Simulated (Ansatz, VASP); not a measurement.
## NiO: VASP beside Ansatz

INCAR

```
PREC     = Accurate       # precision mode
ENCUT    = 520            # plane-wave cutoff, eV
EDIFF    = 1E-6           # SCF threshold, eV
ISMEAR   = 0              # smearing method
SIGMA    = 0.05           # smearing width, eV
LREAL    = F              # projectors in reciprocal space
LASPH    = T              # aspherical terms in the spheres
NELM     = 150            # most SCF steps
ALGO     = Normal         # electronic algorithm
ISIF     = 2              # what is computed and relaxed
LWAVE    = F              # write WAVECAR
LCHARG   = F              # write CHGCAR
ISPIN    = 2              # spin polarisation
MAGMOM   = 2 0            # initial moments
LORBIT   = 11             # projections on sites
LMAXMIX  = 4              # l up to which the mixer works
GGA      = PE             # functional
NBANDS   = 19             # bands
```

The input KPOINTS:

```
Automatic mesh
0
Gamma
  14 14 14
```

POSCAR

```
NiO
1.0
    0.0000000000      2.0859016414      2.0859016414
    2.0859016414      0.0000000000      2.0859016414
    2.0859016414      2.0859016414      0.0000000000
Ni O
1 1
Direct
    0.0000000000      0.0000000000      0.0000000000
    0.5000000000      0.5000000000      0.5000000000
```

Input for Ansatz:

```yaml
crystal:
  lattice:
    - [0.0, 2.0859016414, 2.0859016414]
    - [2.0859016414, 0.0, 2.0859016414]
    - [2.0859016414, 2.0859016414, 0.0]
  atoms:
    - { symbol: Ni, position: [0.0, 0.0, 0.0], spin: 2.0 }
    - { symbol: O, position: [0.5, 0.5, 0.5] }
basis:
  ecutwfc: 420
  ecutrho_ratio: 4
kpoints:
  mp_grid: { grid: [14, 14, 14] }
hamiltonian:
  xc: pbe
scf:
  occupations: { method: gaussian, width: 0.05 }
output:
  forces: true
  stress: true
  eigenvalues: true
  populations: true
magnetization:
  spin_polarized: true
```

Alike in both runs: task single point; functional PBE; k mesh 14 × 14 × 14; occupations gaussian, width 0.05 eV; collinear spin.

|  | VASP | Ansatz |
| --- | --- | --- |
| version | VASP 6.6.1 | Ansatz 0.2.0 |
| potentials or method | VASP PAW PBE potentials, release 64 (Ni, O), cutoff 520 eV | scalar-relativistic, plane waves, PAW |
| valence electrons in the cell | 16 | 24 |

|  | VASP | Ansatz | Ansatz less VASP |
| --- | --- | --- | --- |
| gap on the k mesh at the Fermi level (eV) | none | none | - |
| pressure (GPa) | 5.2 | 5.6 | +0.45 |
| net moment per atom (μB) | 0.85 | 0.86 | +0.017 |
| size of the moment on the site where the two differ most (μB) | 0.26 | 0.28 | +0.020 |

Site moments also hang on the region over which each program counts them. A gap of «none» marks a metal or a gap that the smearing closes. With one functional, cell and mesh, what is left measures potentials, basis and numerics. VASP's potentials hold 16 valence electrons a cell and Ansatz's 24, so a difference there can come from the potentials and not from the codes.
